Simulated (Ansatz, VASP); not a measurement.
## One calculation of NaC12, two programs

```
Na C
1.0
     4.29237    0.00000    0.00000
    -2.14619    3.71730    0.00000
     0.00000    0.00000    7.80052
Na C
1 12
Direct
  0.00000 0.00000 0.00000
  0.33341 0.00000 0.71163
  0.00000 0.33341 0.71163
  0.66659 0.66659 0.71163
  0.66659 0.00000 0.71163
  0.33341 0.33341 0.71163
  0.00000 0.66659 0.71163
  0.66659 0.00000 0.28837
  0.33341 0.33341 0.28837
  0.00000 0.66659 0.28837
  0.33341 0.00000 0.28837
  0.00000 0.33341 0.28837
  0.66659 0.66659 0.28837
```

Alike in both runs: task single point; functional PBE; dispersion D3(BJ); k mesh 6 × 6 × 2; occupations gaussian, width 0.1 eV; collinear spin.

|  | VASP | Ansatz |
| --- | --- | --- |
| version | VASP 6.6.1 | Ansatz 0.2.0 |
| potentials or method | VASP PAW PBE potentials, release 64 (Na_pv, C), cutoff 520 eV | scalar-relativistic, plane waves, PAW |
| valence electrons in the cell | 55 | 57 |

|  | VASP | Ansatz | Ansatz less VASP |
| --- | --- | --- | --- |
| gap on the k mesh at the Fermi level (eV) | none | none | - |
| pressure (GPa) | 0.1 | -0.3 | -0.36 |
| traceless stress, the component that is largest in VASP (GPa) | -0.43 | -0.01 | +0.417 |
| rms of the force components (eV/Å) | 0.010 | 0.009 | 0.0000 |
| net moment per atom (μB) | 0.00 | 0.00 | 0.000 |

Atom by atom the forces differ by 0.001 eV/Å (rms over components). A gap of «none» marks a metal or a gap that the smearing closes. VASP's potentials hold 55 valence electrons a cell and Ansatz's 57, so a difference there can come from the potentials and not from the codes. Ansatz's warnings: seeded moment not kept.

The k mesh is coarse, so the values compare programs but aren't converged.
